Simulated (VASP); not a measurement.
# MgO (Pm-3m) in VASP: G0W0 quasiparticle levels with PBE

Aim: the G0W0 quasiparticle levels of MgO with PBE.

Everything below comes from runs of VASP 6.6.1. Logs are shortened: lines on timing, memory, paths and dates and some standing lists are left out, and cuts for length are marked.

**1. The cell of the first run**

The structure is cubic, space group Pm-3m (No. 221). The conventional cell has a = 2.623 Å, b = 2.623 Å, c = 2.623 Å, α = 90.00°, β = 90.00°, γ = 90.00°. Mg (site symmetry m-3m) has 8 O at 2.27 Å and 6 Mg at 2.62 Å within 3.0 Å. O (site symmetry m-3m) has 8 Mg at 2.27 Å and 6 O at 2.62 Å within 3.0 Å.

**2. G0W0 quasiparticle levels, PBE**

POSCAR reads:

```
MgO
1.0
    2.6233491285      0.0000000000      0.0000000000
    0.0000000000      2.6233491285      0.0000000000
    0.0000000000      0.0000000000      2.6233491285
Mg O
1 1
Direct
    0.0000000000      0.0000000000      0.0000000000
    0.5000000000      0.5000000000      0.5000000000
```

INCAR.step1 reads:

```
SYSTEM = MgO
PREC     = Accurate       ! precision mode
ENCUT    = 500            ! plane-wave cutoff, eV
EDIFF    = 1E-8           ! SCF threshold, eV
ISMEAR   = 0              ! smearing method
SIGMA    = 0.01           ! smearing width, eV
LREAL    = .FALSE.        ! projectors in reciprocal space
LASPH    = .TRUE.         ! aspherical terms in the spheres
NELM     = 100            ! most SCF steps
ALGO     = Normal         ! electronic algorithm
LWAVE    = .TRUE.         ! write WAVECAR
LCHARG   = .FALSE.        ! write CHGCAR
GGA      = PE             ! functional
```

INCAR.step2 reads:

```
SYSTEM = MgO
PREC     = Accurate       ! precision mode
ENCUT    = 500            ! plane-wave cutoff, eV
EDIFF    = 1E-8           ! SCF threshold, eV
ISMEAR   = 0              ! smearing method
SIGMA    = 0.01           ! smearing width, eV
LREAL    = .FALSE.        ! projectors in reciprocal space
LASPH    = .TRUE.         ! aspherical terms in the spheres
NELM     = 1              ! most SCF steps
ALGO     = Exact          ! electronic algorithm
LWAVE    = .TRUE.         ! write WAVECAR
LCHARG   = .FALSE.        ! write CHGCAR
GGA      = PE             ! functional
NBANDS   = 64             ! bands
LOPTICS  = .TRUE.         ! frequency-dependent dielectric function
ISTART   = 1
```

INCAR.step3 reads:

```
SYSTEM = MgO
PREC     = Accurate       ! precision mode
ENCUT    = 500            ! plane-wave cutoff, eV
EDIFF    = 1E-8           ! SCF threshold, eV
ISMEAR   = 0              ! smearing method
SIGMA    = 0.01           ! smearing width, eV
LREAL    = .FALSE.        ! projectors in reciprocal space
LASPH    = .TRUE.         ! aspherical terms in the spheres
ALGO     = EVGW0          ! electronic algorithm
LWAVE    = .FALSE.        ! write WAVECAR
LCHARG   = .FALSE.        ! write CHGCAR
GGA      = PE             ! functional
NELMGW   = 1            
NBANDS   = 64             ! bands
ENCUTGW  = 80.0           ! cutoff of the response function
NOMEGA   = 48             ! frequency points
PRECFOCK = Fast         
ISTART   = 1            
NBANDSGW = 12
```

KPOINTS reads:

```
Automatic mesh
0
G
  4 4 4
  0 0 0
```

Potentials or basis: VASP PAW PBE potentials, release 64 (Mg_GW, O_GW).

Started as:

```console
> cat potpaw_PBE.64/Mg_GW/POTCAR potpaw_PBE.64/O_GW/POTCAR > POTCAR
> cp INCAR.step1 INCAR
> mpirun -np 1 vasp_std > vasp.out
> cp INCAR.step2 INCAR
> mpirun -np 1 vasp_std > vasp.out
> cp INCAR.step3 INCAR
> mpirun -np 1 vasp_std > vasp.out
```

OUTCAR:

```text
SYSTEM = MgO
   PREC = Accurate
   ENCUT = 500
   EDIFF = 1E-8
   ISMEAR = 0
   LREAL = .FALSE.
   LASPH = .TRUE.
   GGA = PE
   NELMGW = 1
   ENCUTGW = 80.0
   PRECFOCK = Fast
   ISTART = 1

 ion  position               nearest neighbor table
   1  0.000  0.000  0.000-
   2  0.500  0.500  0.500-

  LATTYP: Found a simple cubic cell.
 ALAT       =     2.6233491285

  Lattice vectors:

 A1 = (   2.6233491285,   0.0000000000,   0.0000000000)
 A2 = (   0.0000000000,   2.6233491285,   0.0000000000)
 A3 = (   0.0000000000,   0.0000000000,   2.6233491285)

Analysis of symmetry for initial positions (statically):
=====================================================================
 Subroutine PRICEL returns:
 Original cell was already a primitive cell.

 Routine SETGRP: Setting up the symmetry group for a
 simple cubic supercell.

 Subroutine GETGRP returns: Found 48 space group operations
[... 9 lines left out ...]

 Routine SETGRP: Setting up the symmetry group for a
 simple cubic supercell.

 Subroutine GETGRP returns: Found 48 space group operations
[... 11 lines left out ...]
                                     Primitive cell

  volume of cell :      18.0538

  direct lattice vectors                    reciprocal lattice vectors
     2.623349129  0.000000000  0.000000000     0.381192114  0.000000000  0.000000000
     0.000000000  2.623349129  0.000000000     0.000000000  0.381192114  0.000000000
     0.000000000  0.000000000  2.623349129     0.000000000  0.000000000  0.381192114

  length of vectors
     2.623349129  2.623349129  2.623349129     0.381192114  0.381192114  0.381192114

  position of ions in fractional coordinates (direct lattice)
     0.000000000  0.000000000  0.000000000
     0.500000000  0.500000000  0.500000000

  ion indices of the primitive-cell ions
   primitive index   ion index
                 1           1
                 2           2

----------------------------------------------------------------------------------------

 KPOINTS: Automatic mesh

Automatic generation of k-mesh.
 Grid dimensions read from file:
 generate k-points for:    4    4    4

 Generating k-lattice:

  Cartesian coordinates                     Fractional coordinates (reciprocal lattice)
     0.095298028  0.000000000  0.000000000     0.250000000  0.000000000  0.000000000
     0.000000000  0.095298028  0.000000000     0.000000000  0.250000000  0.000000000
     0.000000000  0.000000000  0.095298028     0.000000000  0.000000000  0.250000000

  Length of vectors
     0.095298028  0.095298028  0.095298028

  Shift w.r.t. Gamma in fractional coordinates (k-lattice)
     0.000000000  0.000000000  0.000000000

 Subroutine IBZKPT returns following result:
 ===========================================

 Found     10 irreducible k-points:

 Following reciprocal coordinates:
            Coordinates               Weight
  0.000000  0.000000  0.000000      1.000000
  0.250000  0.000000  0.000000      6.000000
  0.500000  0.000000  0.000000      3.000000
  0.250000  0.250000  0.000000     12.000000
  0.500000  0.250000  0.000000     12.000000
  0.500000  0.500000  0.000000      3.000000
  0.250000  0.250000  0.250000      8.000000
  0.500000  0.250000  0.250000     12.000000
  0.500000  0.500000  0.250000      6.000000
  0.500000  0.500000  0.500000      1.000000
   k-points           NKPTS =     10   k-points in BZ     NKDIM =     64   number of bands    NBANDS=     64
   number of dos      NEDOS =    301   number of ions     NIONS =      2
   total plane-waves  NPLWV =   8000
   dimension x,y,z NGX =    20 NGY =   20 NGZ =   20
   dimension x,y,z NGXF=    40 NGYF=   40 NGZF=   40
   ions per type =               1   1
   NGX,Y,Z   is equivalent  to a cutoff of  12.67, 12.67, 12.67 a.u.
   NGXF,Y,Z  is equivalent  to a cutoff of  25.35, 25.35, 25.35 a.u.
 SYSTEM =  MgO
   PREC   = accura    normal or accurate (medium, high low for compatibility)
   ISTART =      1    job   : 0-new  1-cont  2-samecut
   ICHARG =      0    charge: 1-file 2-atom 10-const
   ISPIN  =      1    spin polarized calculation?
   LNONCOLLINEAR =      F non collinear calculations
   LSORBIT =      F    spin-orbit coupling
   LASPH  =      T    aspherical Exc in radial PAW
   ENCUT  =  500.0 eV  36.75 Ry    6.06 a.u.   4.78  4.78  4.78*2*pi/ulx,y,z
   NELM   =     60;   NELMIN=  2; NELMDL=  0     # of ELM steps
   EDIFF  = 0.1E-07   stopping-criterion for ELM
   LREAL  =      F    real-space projection
   EDIFFG = 0.1E-06   stopping-criterion for IOM
   NSW    =      0    number of steps for IOM
   IBRION =     -1    ionic relax: 0-MD 1-quasi-New 2-CG
   NFREE  =      0    steps in history (QN), initial steepest desc. (CG)
   ISIF   =      0    stress and relaxation
   ISYM   =      3    0-nonsym 1-usesym 2-fastsym
   POTIM  = 0.5000    time-step for ionic-motion
   TEBEG  =    0.0;   TEEND  =   0.0 temperature during run
   PSTRESS=    0.0 pullay stress
   NELECT =       8.0000    total number of electrons
   NUPDOWN=      -1.0000    fix difference up-down
   EMIN   =  10.00;   EMAX   =-10.00  energy-range for DOS
   EFERMI =   0.00;   METHOD = LEGACY
   ISMEAR =     0;   SIGMA  =   0.01  broadening in eV -4-tet -1-fermi 0-gaus
   EFERMI_NEDOS =   21; number of points for ismear=-14 and -15
   IALGO  =     38    algorithm
   IMIX   =      4    mixing-type and parameters
     AMIX     =   0.40;   BMIX     =  1.00
     AMIX_MAG =   1.60;   BMIX_MAG =  1.00
  volume/ion in A,a.u.               =       9.03        60.92
  Fermi-wavevector in a.u.,A,eV,Ry     =   1.248098  2.358563 21.194461  1.557749
  Thomas-Fermi vector in A             =   2.382200
   LORBIT       =      0    0 simple, 1 ext, 2 COOP (PROOUT), +10 PAW based schemes
   GGA     = PE    functional components
   LHFCALC =     T    Hartree Fock is set to
   PRECFOCK=fast      Normal, Fast or Accurate (Low or Medium for compatibility)
   ENCUT4O =  -1.0   cutoff for four orbital integrals eV
   NKREDX  =     1    reduce k-point grid by
   NKREDY  =     1    reduce k-point grid by
   NKREDZ  =     1    reduce k-point grid by
   AEXX    =    1.0000 exact exchange contribution
   HFSCREEN=    0.0000 screening length (either q_TF or 0.3 A-1)
   HFSCREENC=   0.0000 screening length for correlation (either q_TF or 0.3 A-1)
   ENCUTFOCK=  -1.0 apply spherical cutoff to Coloumb kernel
   IVDW    =     0    specifies the selected vdW correction
   LEPSILON=     F    determine dielectric tensor
   LRPA    =     F    only Hartree local field effects (RPA)
   LRPAFORCE           =     F    calculate RPA forces
   ENCUTGW             =  80.0    cutoff for response function in eV
   ENCUTGWSOFT         =  64.0    soft cutoff for Coulomb kernel in GW response function in eV
   ENCUTLF             =  -1.0    cutoff for local field effects
   NELMGW              =     1    number of iterations in solving QP/BSE equation
   NELMHF              =     1    number of iterations in the inner HF iteration
   NKREDLFX            =     1    NKREDLFY  =   1   NKREDLFZ  =   1
 non-spin polarized calculation
 Gauss-broadening in eV      SIGMA  =   0.01
  energy-cutoff  :      500.00
  volume of cell :       18.05
 maximum number of plane-waves:       480
 NGX is ok and might be reduce to    20
  NGX = 12; NGY = 12; NGZ = 12
   NGX =  9   NGY =  9   NGZ =  9
 maximum number of plane-waves:        36
 NGX is ok and might be reduce to    10

 QP shifts <psi_nk| G(iteration)W_0 |psi_nk>: iteration 1
 for sc-GW calculations column KS-energies equals QP-energies in previous step
 and V_xc(KS)=  KS-energies - (<T + V_ion + V_H > + <T+V_H+V_ion>^1  + <V_x>^1)

 k-point   1 :       0.0000    0.0000    0.0000
  band No.  KS-energies  QP-energies   sigma(KS)   V_xc(KS)     V^pw_x(r,r')   Z            occupation Imag(sigma)

      1     -13.4443     -15.3630     -20.6390     -17.8808     -29.6560       0.6956       2.0000       1.2455
      2       4.1366       3.2769     -20.3491     -19.2225     -24.7341       0.7631       2.0000       0.1476
      3       4.1366       3.2769     -20.3491     -19.2225     -24.7341       0.7631       2.0000       0.1476
      4       4.1366       3.2769     -20.3491     -19.2225     -24.7341       0.7631       2.0000       0.1476
      5       7.7505       8.7149     -11.0658     -12.2514      -7.4902       0.8133       0.0000      -0.0850
      6      15.6015      16.5219      -7.8118      -8.9488      -3.2335       0.8095       0.0000      -0.1291
      7      15.6015      16.5219      -7.8118      -8.9488      -3.2335       0.8095       0.0000      -0.1291
      8      25.4773      27.0836      -9.5758     -11.5930      -3.5892       0.7963       0.0000      -0.7673
      9      25.4773      27.0836      -9.5758     -11.5930      -3.5892       0.7963       0.0000      -0.7673
     10      25.4773      27.0836      -9.5758     -11.5930      -3.5892       0.7963       0.0000      -0.7673
     11      32.7799      34.2439      -7.9006      -9.7189      -2.5268       0.8051       0.0000      -0.7009
     12      32.7799      34.2439      -7.9006      -9.7189      -2.5268       0.8051       0.0000      -0.7009

 k-point   2 :       0.2500    0.0000    0.0000
  band No.  KS-energies  QP-energies   sigma(KS)   V_xc(KS)     V^pw_x(r,r')   Z            occupation Imag(sigma)

      1     -12.8803     -14.8256     -21.1225     -18.3444     -30.0362       0.7002       2.0000       1.1897
      2       0.8387      -0.3540     -17.3099     -15.7126     -21.6583       0.7467       2.0000       0.2060
      3       4.3567       3.5274     -20.5444     -19.4608     -24.9185       0.7653       2.0000       0.1458
      4       4.3567       3.5274     -20.5444     -19.4608     -24.9185       0.7653       2.0000       0.1458
      5      10.0355      11.1862     -11.6987     -13.1304      -8.0213       0.8037       0.0000      -0.0942
      6      16.0743      17.4893     -10.8272     -12.6377      -6.2167       0.7815       0.0000      -0.1572
      7      16.9000      17.8052      -7.7392      -8.8695      -2.9381       0.8008       0.0000      -0.1531
      8      24.4354      25.8853      -8.7579     -10.5816      -3.2445       0.7950       0.0000      -0.5350
      9      24.4354      25.8853      -8.7579     -10.5816      -3.2445       0.7950       0.0000      -0.5350
     10      27.3927      28.6934      -8.2071      -9.8075      -2.4832       0.8128       0.0000      -0.7774
     11      28.1615      29.1396      -8.3330      -9.5159      -2.6406       0.8269       0.0000      -0.8350
     12      29.8997      31.2600      -8.5526     -10.2685      -2.7575       0.7928       0.0000      -0.7644
[... 100 lines left out ...]
      1     -10.9042     -12.8753     -22.8038     -20.1438     -31.5475       0.7410       2.0000       1.0991
      2       0.8808      -0.3445     -18.0652     -16.4098     -22.7095       0.7401       2.0000       0.2114
      3       0.8808      -0.3445     -18.0652     -16.4098     -22.7095       0.7401       2.0000       0.2114
      4       3.1545       2.1621     -19.7750     -18.4657     -24.2190       0.7580       2.0000       0.1620
      5      11.1851      12.1339      -7.6062      -8.7650      -3.4532       0.8188       0.0000      -0.1058
      6      14.8084      16.0040      -9.1662     -10.6796      -4.6105       0.7901       0.0000      -0.1435
      7      14.8084      16.0040      -9.1662     -10.6796      -4.6105       0.7901       0.0000      -0.1435
      8      21.4385      22.9679     -11.2823     -13.2458      -6.0056       0.7789       0.0000      -0.3344
      9      24.2059      25.8292     -11.1643     -13.2604      -5.4083       0.7744       0.0000      -0.5303
     10      24.2059      25.8292     -11.1643     -13.2604      -5.4083       0.7744       0.0000      -0.5303
     11      24.7261      26.0094      -7.0835      -8.6684      -1.4187       0.8097       0.0000      -0.6955
     12      38.2525      39.5626      -6.5610      -8.1460      -0.7180       0.8266       0.0000      -1.2353

 k-point  10 :       0.5000    0.5000    0.5000
  band No.  KS-energies  QP-energies   sigma(KS)   V_xc(KS)     V^pw_x(r,r')   Z            occupation Imag(sigma)

      1     -10.4443     -12.3765     -23.1474     -20.5572     -31.8928       0.7459       2.0000       1.0790
      2       1.4769       0.3096     -18.7572     -17.1907     -23.4069       0.7452       2.0000       0.1970
      3       1.4769       0.3096     -18.7572     -17.1907     -23.4069       0.7452       2.0000       0.1970
      4       1.4769       0.3096     -18.7572     -17.1907     -23.4069       0.7452       2.0000       0.1970
      5      12.6487      13.6140      -7.7056      -8.8910      -3.3822       0.8143       0.0000      -0.1159
      6      12.6487      13.6140      -7.7056      -8.8910      -3.3822       0.8143       0.0000      -0.1159
      7      12.6487      13.6140      -7.7056      -8.8910      -3.3822       0.8143       0.0000      -0.1159
      8      21.5629      22.7441      -7.0469      -8.5479      -1.5666       0.7870       0.0000      -0.4538
      9      24.1145      25.8919     -12.2481     -14.5653      -6.2933       0.7670       0.0000      -0.5742
     10      24.1145      25.8919     -12.2481     -14.5653      -6.2933       0.7670       0.0000      -0.5742
     11      24.1145      25.8919     -12.2481     -14.5653      -6.2933       0.7670       0.0000      -0.5742
     12      41.9080      44.7157     -10.5599     -13.7525      -4.5917       0.8794       0.0000      -2.0414
```

It took 53 s on 1 thread of Intel Xeon 8259CL, shared host; peak memory 0.19 GiB.

Results:

| Quantity | Value |
| --- | --- |
| Band gap on the k mesh, mean-field level | 2.59 eV, indirect (least direct gap 3.61 eV) |
| Quasiparticle gap | 4.26 eV |
| Least direct quasiparticle gap | 5.44 eV |

Caveat: the k points lie up to 0.60 Å⁻¹ apart; bands, screening cutoff and mesh are small and nothing is extrapolated, so the quasiparticle values aren't converged. A k mesh can miss the band edges.
